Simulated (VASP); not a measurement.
# Li4SiN (F-43m) in VASP: further runs

Li4SiN is run at these levels: PBE; tasks: single point, relaxation of cell and atoms.

All numbers are computed with VASP 6.6.1; they aren't measurements. Logs are shortened: lines on timing, memory, paths and dates and some standing lists are left out, and cuts for length are marked.

## 1. The cell of the first run

It takes space group F-43m (No. 216, cubic). Conventional cell: a = 7.940 Å, b = 7.940 Å, c = 7.940 Å, α = 90.00°, β = 90.00°, γ = 90.00°. Li (site symmetry 3m) has 1 N at 1.75 Å within 2.3 Å. Si (site symmetry -43m) has 12 Li at 3.30 Å and 4 N at 3.44 Å within 4.3 Å. Within 2.3 Å of N (site symmetry -43m) lie 4 Li at 1.75 Å.

The cell was generated, and may not be a known phase.

## 2. Single point, PBE

INCAR

```
ALGO     = Normal         # electronic algorithm
EDIFF    = 1E-7           # SCF threshold, eV
ENCUT    = 520            # plane-wave cutoff, eV
GGA      = PE             # functional
ISIF     = 2              # what is computed and relaxed
ISMEAR   = 0              # smearing method
LASPH    = T              # aspherical terms in the spheres
LCHARG   = T              # write CHGCAR
LELF     = T              # ELF
LREAL    = F              # projectors in reciprocal space
LVHAR    = T            
LWAVE    = F              # write WAVECAR
NBANDS   = 20             # bands
NELM     = 60             # most SCF steps
PREC     = Accurate       # precision mode
SIGMA    = 0.1            # smearing width, eV
```

KPOINTS

```
k-points
0
Gamma
  8 8 8
```

POSCAR

```
Li4SiN
1.0
    0.0000000000      3.9700901850      3.9700901850
    3.9700901850      0.0000000000      3.9700901850
    3.9700901850      3.9700901850      0.0000000000
Li Si N
4 1 1
Direct
    0.8726577208      0.3820268377      0.8726577208
    0.8726577208      0.8726577208      0.8726577208
    0.3820268377      0.8726577208      0.8726577208
    0.8726577208      0.8726577208      0.3820268377
    0.2500000000      0.2500000000      0.2500000000
    0.0000000000      0.0000000000      0.0000000000
```

Potentials or basis: VASP PAW PBE potentials, release 64 (Li_sv, Si, N).

On the command line:

```
> cat potpaw_PBE.64/Li_sv/POTCAR potpaw_PBE.64/Si/POTCAR potpaw_PBE.64/N/POTCAR > POTCAR
> mpirun -np 1 vasp_std > vasp.out
```

OUTCAR:

```text
EDIFF = 1E-7
   ENCUT = 520
   GGA = PE
   ISIF = 2
   ISMEAR = 0
   LASPH = T
   LREAL = F
   NELM = 60
   PREC = Accurate

 ion  position               nearest neighbor table
   1  0.873  0.382  0.873-   6 1.75
   2  0.873  0.873  0.873-   6 1.75
   3  0.382  0.873  0.873-   6 1.75
   4  0.873  0.873  0.382-   6 1.75
   5  0.250  0.250  0.250-
   6  0.000  0.000  0.000-   2 1.75   1 1.75   3 1.75   4 1.75

  LATTYP: Found a face centered cubic cell.
 ALAT       =     7.9401803700

  Lattice vectors:

 A1 = (   0.0000000000,   3.9700901850,   3.9700901850)
 A2 = (   3.9700901850,   0.0000000000,   3.9700901850)
 A3 = (   3.9700901850,   3.9700901850,   0.0000000000)

Analysis of symmetry for initial positions (statically):
=====================================================================
 Subroutine PRICEL returns:
 Original cell was already a primitive cell.

 Routine SETGRP: Setting up the symmetry group for a
 face centered cubic supercell.

 Subroutine GETGRP returns: Found 24 space group operations
 (whereof 24 operations were pure point group operations)
 out of a pool of 48 trial point group operations.

The static configuration has the point symmetry T_d .

Analysis of symmetry for dynamics (positions and initial velocities):
=====================================================================
 Subroutine PRICEL returns:
 Original cell was already a primitive cell.

 Routine SETGRP: Setting up the symmetry group for a
 face centered cubic supercell.

 Subroutine GETGRP returns: Found 24 space group operations
 (whereof 24 operations were pure point group operations)
 out of a pool of 48 trial point group operations.

The dynamic configuration has the point symmetry T_d .

 Subroutine INISYM returns: Found 24 space group operations
 (whereof 24 operations are pure point group operations),
 and found     1 'primitive' translations

----------------------------------------------------------------------------------------

                                     Primitive cell

  volume of cell :     125.1501

  direct lattice vectors                    reciprocal lattice vectors
     0.000000000  3.970090185  3.970090185    -0.125941723  0.125941723  0.125941723
     3.970090185  0.000000000  3.970090185     0.125941723 -0.125941723  0.125941723
     3.970090185  3.970090185  0.000000000     0.125941723  0.125941723 -0.125941723

  length of vectors
     5.614555383  5.614555383  5.614555383     0.218137464  0.218137464  0.218137464

  position of ions in fractional coordinates (direct lattice)
     0.872657721  0.382026838  0.872657721
     0.872657721  0.872657721  0.872657721
     0.382026838  0.872657721  0.872657721
     0.872657721  0.872657721  0.382026838
     0.250000000  0.250000000  0.250000000
     0.000000000  0.000000000  0.000000000

  ion indices of the primitive-cell ions
   primitive index   ion index
                 1           1
                 2           2
                 3           3
                 4           4
                 5           5
                 6           6

----------------------------------------------------------------------------------------

 KPOINTS: k-points

Automatic generation of k-mesh.
 Grid dimensions read from file:
 generate k-points for:    8    8    8

 Generating k-lattice:

  Cartesian coordinates                     Fractional coordinates (reciprocal lattice)
    -0.015742715  0.015742715  0.015742715     0.125000000  0.000000000  0.000000000
     0.015742715 -0.015742715  0.015742715     0.000000000  0.125000000  0.000000000
     0.015742715  0.015742715 -0.015742715     0.000000000  0.000000000  0.125000000

  Length of vectors
     0.027267183  0.027267183  0.027267183

  Shift w.r.t. Gamma in fractional coordinates (k-lattice)
     0.000000000  0.000000000  0.000000000

 Subroutine IBZKPT returns following result:
 ===========================================

 Found     29 irreducible k-points:

 Following reciprocal coordinates:
            Coordinates               Weight
  0.000000  0.000000  0.000000      1.000000
  0.125000  0.000000  0.000000      8.000000
  0.250000  0.000000  0.000000      8.000000
  0.375000  0.000000  0.000000      8.000000
  0.500000  0.000000  0.000000      4.000000
  0.125000  0.125000  0.000000      6.000000
[... 16 lines left out ...]
  0.500000  0.250000  0.125000     48.000000
 -0.375000  0.250000  0.125000     24.000000
 [... further k-points ...]
   k-points           NKPTS =     29   k-points in BZ     NKDIM =     29   number of bands    NBANDS=     20
   number of dos      NEDOS =    301   number of ions     NIONS =      6
   total plane-waves  NPLWV =  74088
   dimension x,y,z NGX =    42 NGY =   42 NGZ =   42
   dimension x,y,z NGXF=    84 NGYF=   84 NGZF=   84
   ions per type =               4   1   1
   NGX,Y,Z   is equivalent  to a cutoff of  12.44, 12.44, 12.44 a.u.
   NGXF,Y,Z  is equivalent  to a cutoff of  24.87, 24.87, 24.87 a.u.
 SYSTEM =  unknown system
   PREC   = accura    normal or accurate (medium, high low for compatibility)
   ISTART =      0    job   : 0-new  1-cont  2-samecut
   ICHARG =      2    charge: 1-file 2-atom 10-const
   ISPIN  =      1    spin polarized calculation?
   LNONCOLLINEAR =      F non collinear calculations
   LSORBIT =      F    spin-orbit coupling
   LASPH  =      T    aspherical Exc in radial PAW
   ENCUT  =  520.0 eV  38.22 Ry    6.18 a.u.  10.44 10.44 10.44*2*pi/ulx,y,z
   NELM   =     60;   NELMIN=  2; NELMDL= -5     # of ELM steps
   EDIFF  = 0.1E-06   stopping-criterion for ELM
   LREAL  =      F    real-space projection
   EDIFFG = 0.1E-05   stopping-criterion for IOM
   NSW    =      0    number of steps for IOM
   IBRION =     -1    ionic relax: 0-MD 1-quasi-New 2-CG
   NFREE  =      0    steps in history (QN), initial steepest desc. (CG)
   ISIF   =      2    stress and relaxation
   ISYM   =      2    0-nonsym 1-usesym 2-fastsym
   POTIM  = 0.5000    time-step for ionic-motion
   TEBEG  =    0.0;   TEEND  =   0.0 temperature during run
   PSTRESS=    0.0 pullay stress
   NELECT =      21.0000    total number of electrons
   NUPDOWN=      -1.0000    fix difference up-down
   EMIN   =  10.00;   EMAX   =-10.00  energy-range for DOS
   EFERMI =   0.00;   METHOD = LEGACY
   ISMEAR =     0;   SIGMA  =   0.10  broadening in eV -4-tet -1-fermi 0-gaus
   EFERMI_NEDOS =   21; number of points for ismear=-14 and -15
   IALGO  =     38    algorithm
   IMIX   =      4    mixing-type and parameters
     AMIX     =   0.40;   BMIX     =  1.00
     AMIX_MAG =   1.60;   BMIX_MAG =  1.00
  volume/ion in A,a.u.               =      20.86       140.76
  Fermi-wavevector in a.u.,A,eV,Ry     =   0.902965  1.706356 11.093452  0.815346
  Thomas-Fermi vector in A             =   2.026233
   LORBIT       =      0    0 simple, 1 ext, 2 COOP (PROOUT), +10 PAW based schemes
   GGA     = PE    functional components
   LHFCALC =     F    Hartree Fock is set to
   AEXX    =    0.0000 exact exchange contribution
   IVDW    =     0    specifies the selected vdW correction
   LEPSILON=     F    determine dielectric tensor
   LRPA    =     F    only Hartree local field effects (RPA)
 non-spin polarized calculation
 Gauss-broadening in eV      SIGMA  =   0.10
  energy-cutoff  :      520.00
  volume of cell :      125.15
 maximum number of plane-waves:      3386
 NGX is ok and might be reduce to    42
   NGX = 21   NGY = 21   NGZ = 21

 number of electron      21.0000004 magnetization

 Free energy of the ion-electron system (eV)
  ---------------------------------------------------
  ext. energy  EPLUGINS =         0.00000000
  ---------------------------------------------------
  free energy    TOTEN  =       -18.33396653 eV

  energy without entropy =      -18.31826280  energy(sigma->0) =      -18.32611466

 E-fermi :   0.6834     XC(G=0):  -7.1841

 val. band max:        0.6212370289   @ k =   0.5000   0.3750   0.1250
 cond. band min:       0.6877946066   @ k =  -0.2500   0.2500   0.0000
 fundamental gap:      0.0665575777
 Fermi energy:         0.6834439663

 k-point     1 :       0.0000    0.0000    0.0000
  band No.  band energies     occupation
      1     -44.7345      2.00000
      2     -44.6947      2.00000
      3     -44.6947      2.00000
      4     -44.6947      2.00000
      5     -11.6659      2.00000
      6      -6.1595      2.00000
[... 12 lines left out ...]
     19       5.9768      0.00000
     20       7.6866      0.00000

 k-point     2 :       0.1250    0.0000    0.0000
  band No.  band energies     occupation
      1     -44.7334      2.00000
      2     -44.6958      2.00000
      3     -44.6947      2.00000
      4     -44.6947      2.00000
      5     -11.6624      2.00000
      6      -6.1622      2.00000
[... 12 lines left out ...]
     19       6.4568      0.00000
     20       7.7025      0.00000

 k-point     3 :       0.2500    0.0000    0.0000
  band No.  band energies     occupation
      1     -44.7304      2.00000
      2     -44.6988      2.00000
      3     -44.6947      2.00000
      4     -44.6947      2.00000
      5     -11.6535      2.00000
      6      -6.1689      2.00000
[... 12 lines left out ...]
     19       7.0177      0.00000
     20       7.7620      0.00000

 k-point     4 :       0.3750    0.0000    0.0000
  band No.  band energies     occupation
      1     -44.7266      2.00000
      2     -44.7026      2.00000
      3     -44.6947      2.00000
      4     -44.6947      2.00000
      5     -11.6447      2.00000
      6      -6.1755      2.00000
[... 429 lines left out ...]
 k-point    23 :       0.5000    0.2500    0.1250
  band No.  band energies     occupation
      1     -44.7238      2.00000
      2     -44.7054      2.00000
      3     -44.6947      2.00000
      4     -44.6946      2.00000
      5     -11.6398      2.00000
      6      -6.1775      2.00000
[... 12 lines left out ...]
     19       7.7534      0.00000
     20       8.0473      0.00000

 k-point    24 :      -0.3750    0.2500    0.1250
  band No.  band energies     occupation
      1     -44.7217      2.00000
      2     -44.7076      2.00000
      3     -44.6947      2.00000
      4     -44.6946      2.00000
      5     -11.6369      2.00000
      6      -6.1793      2.00000
[... 12 lines left out ...]
     19       7.9285      0.00000
     20       8.0823      0.00000

 [... further k-points ...]

------------------------ aborting loop because EDIFF is reached ----------------------------------------

  FORCE on cell =-STRESS in cart. coord.  units (eV):
  Direction    XX          YY          ZZ          XY          YZ          ZX
  --------------------------------------------------------------------------------------
  -------------------------------------------------------------------------------------
  Total        0.1098708      0.1098708      0.1098708      0.0000000      0.0000000     -0.0000000
  in kB        1.4065714      1.4065714      1.4065714      0.0000000      0.0000000     -0.0000000
  external PRESSURE =       1.4065714 kB  Pullay stress =       0.0000000 kB

 VOLUME and BASIS-vectors are now :
 -----------------------------------------------------------------------------
  energy-cutoff  :      520.00
  volume of cell :      125.15
      direct lattice vectors                 reciprocal lattice vectors
     0.000000000  3.970090185  3.970090185    -0.125941723  0.125941723  0.125941723
     3.970090185  0.000000000  3.970090185     0.125941723 -0.125941723  0.125941723
     3.970090185  3.970090185  0.000000000     0.125941723  0.125941723 -0.125941723

 POSITION                                       TOTAL-FORCE (eV/Angst)
 -----------------------------------------------------------------------------------
      4.98121      6.92906      4.98121         0.034660     -0.034660      0.034660
      6.92906      6.92906      6.92906        -0.034660     -0.034660     -0.034660
      6.92906      4.98121      4.98121        -0.034660      0.034660      0.034660
      4.98121      4.98121      6.92906         0.034660      0.034660     -0.034660
      1.98505      1.98505      1.98505        -0.000000     -0.000000     -0.000000
      0.00000      0.00000      0.00000        -0.000000     -0.000000     -0.000000
 -----------------------------------------------------------------------------------
    total drift:                               -0.000008     -0.000008     -0.000007

  FREE ENERGIE OF THE ION-ELECTRON SYSTEM (eV)
  ---------------------------------------------------
  free  energy   TOTEN  =       -18.3339665276 eV

  energy  without entropy=      -18.3182628007  energy(sigma->0) =      -18.32611466
```

Wall time 2 min (1 thread of Intel Xeon Platinum 8259CL at 2.50GHz (Skylake/Cascade Lake), shared host); peak memory 0.28 GiB.

Results:

```yaml
Free_energy: -18.3340 eV
Largest_force: 0.060 eV/Å
Band_gap_on_the_k_mesh: zero (an odd number of electrons rules out a gap without spin polarisation)
```

Forces on the atoms (eV/Å):
```
Li   0.035 -0.035  0.035
Li  -0.035 -0.035 -0.035
Li  -0.035  0.035  0.035
Li   0.035  0.035 -0.035
Si   0.000  0.000  0.000
N    0.000  0.000  0.000
```

Caveat: the cutoff is under 1.25 times the usual one of these potentials, so pressure, stress and relaxed cells hold a basis-set (Pulay) error.

## 3. Single point, PBE, collinear spin, ferromagnetic start

This run uses another cell than the first one, of 20.31 Å³/atom.

INCAR

```
PREC = Accurate
ENCUT = 520
EDIFF = 1E-6
ISMEAR = 0
SIGMA = 0.1
LREAL = F
LASPH = T
NELM = 150
ALGO = Normal
ISIF = 2
LWAVE = F
LCHARG = F
ISPIN = 2
MAGMOM = 0 0 0 0 0 1
LORBIT = 11
GGA = PE
NBANDS = 24
```

KPOINTS

```
Automatic mesh
0
Gamma
  4 4 4
```

POSCAR

```
Li4SiN
1.0
    0.0000000000      3.9349274593      3.9349274593
    3.9349274593      0.0000000000      3.9349274593
    3.9349274593      3.9349274593      0.0000000000
Li Si N
4 1 1
Direct
    0.8718649155      0.3844052534      0.8718649155
    0.8718649155      0.8718649155      0.8718649155
    0.3844052534      0.8718649155      0.8718649155
    0.8718649155      0.8718649155      0.3844052534
    0.2500000000      0.2500000000      0.2500000000
    0.0000000000      0.0000000000      0.0000000000
```

Potentials or basis: VASP PAW PBE potentials, release 64 (Li_sv, Si, N).

On the command line:

```
> cat potpaw_PBE.64/Li_sv/POTCAR potpaw_PBE.64/Si/POTCAR potpaw_PBE.64/N/POTCAR > POTCAR
> mpirun -np 1 vasp_std > vasp.out
```

Run time: 73 s. Hardware: 1 thread of Intel Xeon Platinum 8259CL at 2.50GHz (Skylake/Cascade Lake), shared host; peak memory 0.31 GiB.

It converged, with:

```
Free energy                                           : -18.3369 eV
Largest force                                         : 0.046 eV/Å
Net moment                                            : -0.06 μB per cell
Valence electrons inside the program's atomic spheres : Li 2.12; Si 1.48; N 3.64
```

Forces on the atoms (eV/Å):
```
Li   0.027 -0.027  0.027
Li  -0.027 -0.027 -0.027
Li  -0.027  0.027  0.027
Li   0.027  0.027 -0.027
Si   0.000  0.000  0.000
N    0.000  0.000  0.000
```

Levels at points of the mesh, in eV from the Fermi level:
Spin up:
```csv
k point,band 7,band 8,band 9,band 10,band 11,band 12,band 13,band 14
"(0.00, 0.00, 0.00)",-1.79,-1.79,-1.79,-0.08,0.29,0.29,0.29,4.11
"(0.50, 0.00, 0.00)",-2.14,-1.90,-1.90,-0.74,0.41,0.41,1.98,2.73
"(0.50, 0.50, 0.00)",-2.17,-2.17,-1.22,-1.17,-0.06,0.59,0.59,3.42
```
Spin down:
| k point | band 8 | band 9 | band 10 | band 11 | band 12 | band 13 |
| --- | --- | --- | --- | --- | --- | --- |
| (0.00, 0.00, 0.00) | -1.81 | -1.81 | -0.12 | 0.28 | 0.28 | 0.28 |
| (0.50, 0.00, 0.00) | -1.92 | -1.92 | -0.77 | 0.39 | 0.39 | 1.95 |
| (0.50, 0.50, 0.00) | -2.18 | -1.23 | -1.19 | -0.10 | 0.57 | 0.57 |

Caveat: the cutoff is under 1.25 times the usual one of these potentials, so pressure, stress and relaxed cells hold a basis-set (Pulay) error.

## 4. Relaxation of cell and atoms, PBE

This run uses another cell than the first one, of 20.31 Å³/atom.

INCAR

```
SYSTEM = Li4SiN
  ALGO = Normal
  EDIFF = 1E-6
  EDIFFG = -0.01
  ENCUT = 600
  GGA = PE
  IBRION = 2
  ISIF = 3
  ISMEAR = 0
  LASPH = .True.
  LCHARG = .False.
  LREAL = .False.
  LWAVE = .False.
  NELM = 60
  NSW = 100
  PREC = Accurate
  SIGMA = 0.1
```

KPOINTS

```
k-points
0
Gamma
  8 8 8
  0 0 0
```

POSCAR is that of step 3.

On the command line:

```
> cat potpaw_PBE.64/Li_sv/POTCAR potpaw_PBE.64/Si/POTCAR potpaw_PBE.64/N/POTCAR > POTCAR
> mpirun -np 1 vasp_std > vasp.out
```

Wall time 4.6 min (1 thread of Intel Xeon Platinum 8259CL at 2.50GHz (Skylake/Cascade Lake), shared host); peak memory 0.36 GiB.

Results (log left out):

| Quantity | Value |
| --- | --- |
| Free energy | -18.3334 eV |
| Relaxed volume | 20.79 Å³/atom |
| Relaxed cell | a = 5.608 Å, b = 5.608 Å, c = 5.608 Å, α = 60.00°, β = 60.00°, γ = 60.00° |
| Space group after relaxing (to 0.1 Å) | F-43m (No. 216) |
| Energy gained by relaxing | 0.7 meV/atom |
| Ionic steps | 6 |
| Pressure after relaxing | 0.0 GPa |
| Band gap on the k mesh | zero (an odd number of electrons rules out a gap without spin polarisation) |

Forces in eV/Å, atoms in the order of the input:
```
Li  -0.001  0.001 -0.001
Li   0.001  0.001  0.001
Li   0.001 -0.001 -0.001
Li  -0.001 -0.001  0.001
Si   0.000  0.000  0.000
N    0.000  0.000  0.000
```

Step by step:
```
step  energy change (eV)  largest force (eV/Å)  pressure (GPa)  volume (Å³)
   1              0.0000                0.0287            0.58       121.85
   2             -0.0028                0.0318            0.20       123.16
   3             -0.0031                0.0591            0.08       123.71
   4             -0.0032                0.0676            0.04       123.88
   5             -0.0040                0.0366            0.04       124.27
   6             -0.0044                0.0022            0.05       124.72
```

Final structure:
```yaml
crystal:
  lattice:
    - [0.00000, 3.96550, 3.96550]
    - [3.96550, 0.00000, 3.96550]
    - [3.96550, 3.96550, 0.00000]
  atoms:
    - { symbol: Li, position: [0.87223, 0.38332, 0.87223] }
    - { symbol: Li, position: [0.87223, 0.87223, 0.87223] }
    - { symbol: Li, position: [0.38332, 0.87223, 0.87223] }
    - { symbol: Li, position: [0.87223, 0.87223, 0.38332] }
    - { symbol: Si, position: [0.25000, 0.25000, 0.25000] }
    - { symbol: N, position: [0.00000, 0.00000, 0.00000] }
```

Levels at points of the mesh, in eV from the Fermi level:
```tsv
k point	band 7	band 8	band 9	band 10	band 11	band 12	band 13	band 14
(0.00, 0.00, 0.00)	-1.88	-1.88	-1.88	-0.25	0.16	0.16	0.16	3.97
(0.50, 0.00, 0.00)	-2.23	-1.99	-1.99	-0.87	0.27	0.27	1.79	2.56
(0.50, 0.50, 0.00)	-2.25	-2.25	-1.31	-1.29	-0.21	0.45	0.45	3.25
```

Caveat: the cutoff is under 1.25 times the usual one of these potentials, so pressure, stress and relaxed cells hold a basis-set (Pulay) error.

## 5. Overview

| task | spin | cell | k mesh | cutoff (eV) | gap on the mesh (eV) | largest force (eV/Å) |
| --- | --- | --- | --- | --- | --- | --- |
| single point | off | a = 5.615 Å, angles 60.0°, 6 atoms, atomic positions A | 8 × 8 × 8 | 520 | none | 0.06 |
| single point | collinear, ferromagnetic start | a = 5.565 Å, angles 60.0°, 6 atoms, atomic positions B | 4 × 4 × 4 | 520 | none | 0.05 |
| relaxation of cell and atoms | off | relaxed from a = 5.565 Å, angles 60.0°, 6 atoms, atomic positions B | 8 × 8 × 8 | 600 | none | - |

Alike in all rows: level PBE; potentials or basis VASP PAW PBE potentials, release 64 (Li_sv, Si, N); smearing gaussian 0.1 eV.

Caveats: the cutoff is under 1.25 times the usual one of these potentials, so pressure, stress and relaxed cells hold a basis-set (Pulay) error.

Absolute energies hang on the potentials; compare differences alone.

The gap in the log of VASP goes by the Fermi energy; the results here count the filled bands.